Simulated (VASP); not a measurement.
## Si: single point with PBE

The system is Si.

```xyz
2
Lattice="0.0000 2.7355 2.7355 2.7355 0.0000 2.7355 2.7355 2.7355 0.0000" Properties=species:S:1:pos:R:3 pbc="T T T"
Si    2.7355    2.7355    2.7355
Si    4.1032    4.1032    4.1032
```

- Program: VASP 6.6.1
- Task: single point
- Functional: PBE
- Potentials or basis: VASP PAW PBE potentials, release 64 (Si)
- Cutoff: 520 eV
- k mesh: 6 × 6 × 6
- Occupations: fermi-dirac, width 0.05 eV
- Spin: no spin polarisation
- Dipole correction: no
- Further INCAR settings: ALGO = Normal; EDIFF = 1e-06; NBANDS = 11

The pressure is -0.1 GPa. The band gap on the k mesh is 0.75 eV, indirect (least direct gap 2.55 eV).

Levels at points of the mesh, in eV from the valence-band top:
```csv
k point,band 1,band 2,band 3,band 4,band 5,band 6,band 7,band 8,band 9
"(0.00, 0.00, 0.00)",-11.81,0.00,0.00,0.00,2.55,2.55,2.55,3.12,7.70
"(0.50, 0.00, 0.00)",-9.53,-6.86,-1.18,-1.18,1.46,3.35,3.35,7.70,10.49
"(0.50, 0.50, 0.00)",-7.74,-7.74,-2.79,-2.79,0.75,0.75,9.92,9.92,10.90
```

Wall time 5.1 s on 1 thread of Intel(R) Xeon(R) Platinum 8488C (Sapphire Rapids) (shared host), peak memory 0.15 GiB.

A k mesh can miss the band edges. Expect the measured gap to be larger: semilocal functionals such as PBE lack the derivative discontinuity.
